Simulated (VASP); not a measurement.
Crystal: Ge.

```
Ge
1.0
    -2.57449    2.57449    1.39741
     2.57449   -2.57449    1.39741
     2.57449    2.57449   -1.39741
Ge
2
Direct
  0.25000 0.75000 0.50000
  0.50000 0.50000 0.00000
```

| Quantity | Value |
| --- | --- |
| Program | VASP 6.6.1 |
| Task | relaxation of cell and atoms |
| Functional | LDA |
| Potentials or basis | VASP PAW LDA potentials, release 64 (Ge_d) |
| Cutoff | 600 eV |
| k mesh | 12 × 12 × 12 |
| Occupations | methfessel-paxton, width 0.1 eV |
| Spin | no spin polarisation |

At the start: pressure -2.7 GPa; volume 18.52 Å³/atom.

Task: Where does the relaxation end?

Result: Over 6 steps the energy falls by 5.2 meV/atom and the volume is 17.92 Å³/atom (-3.3 %); space group I4_1/amd (No. 141, to 0.1 Å) before and after.

Step by step:
```csv
step,energy change (eV),largest force (eV/Å),pressure (GPa),volume (Å³)
1,0.0000,0.0000,-2.68,37.05
2,-0.0087,0.0000,0.82,35.41
3,-0.0102,0.0000,0.03,35.85
4,-0.0102,0.0000,0.14,35.83
5,-0.0104,0.0000,0.22,35.84
6,-0.0104,0.0000,0.15,35.84
```

Final structure:
```xyz
2
Lattice="-2.5389 2.5389 1.3901 2.5389 -2.5389 1.3901 2.5389 2.5389 -1.3901" Properties=species:S:1:pos:R:3 pbc="T T T"
Ge    2.5389    0.0000    0.6950
Ge    0.0000    0.0000    1.3901
```
